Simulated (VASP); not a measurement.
NaAg:

```
Na Ag
1.0
     3.08827    0.00000    0.00000
    -1.54414    2.67452    0.00000
     0.00000    0.00000    5.04875
Na Ag
1 1
Cartesian
  0.0000 1.7830 2.5244
  0.0000 0.0000 0.0000
```

```yaml
Program: VASP 6.6.1
Task: relaxation of cell and atoms
Functional: PBE
Potentials_or_basis: VASP PAW PBE potentials, release 64 (Na_pv, Ag)
Cutoff: 600 eV
k_mesh: 15 × 15 × 8
Occupations: gaussian, width 0.1 eV
Spin: no spin polarisation
```

At the start: pressure 1.0 GPa; volume 20.85 Å³/atom.

Task: How do energy, volume and symmetry change on relaxing?

Result: Over 9 steps the energy falls by 2.7 meV/atom and the volume is 21.48 Å³/atom (+3.0 %); space group P-6m2 (No. 187, to 0.1 Å) before and after.

The path:
```tsv
step	energy change (eV)	largest force (eV/Å)	pressure (GPa)	volume (Å³)
1	0.0000	0.0000	0.98	41.70
2	-0.0041	0.0000	0.40	42.47
3	-0.0050	0.0000	0.04	42.97
4	-0.0050	0.0000	-0.13	43.11
5	-0.0050	0.0000	-0.04	43.06
6	-0.0050	0.0000	-0.08	43.08
7	-0.0052	0.0000	-0.08	43.04
8	-0.0053	0.0000	0.03	42.92
9	-0.0053	0.0000	0.03	42.96
```

Final structure:
```cif
data_structure
_symmetry_space_group_name_H-M 'P 1'
_symmetry_Int_Tables_number 1
_cell_length_a 3.1005
_cell_length_b 3.1005
_cell_length_c 5.1603
_cell_angle_alpha 90.000
_cell_angle_beta 90.000
_cell_angle_gamma 120.000
_cell_volume 42.96
loop_
_atom_site_label
_atom_site_type_symbol
_atom_site_fract_x
_atom_site_fract_y
_atom_site_fract_z
_atom_site_occupancy
Na1 Na 0.33333 0.66667 0.50000 1
Ag1 Ag 0.00000 0.00000 0.00000 1
```
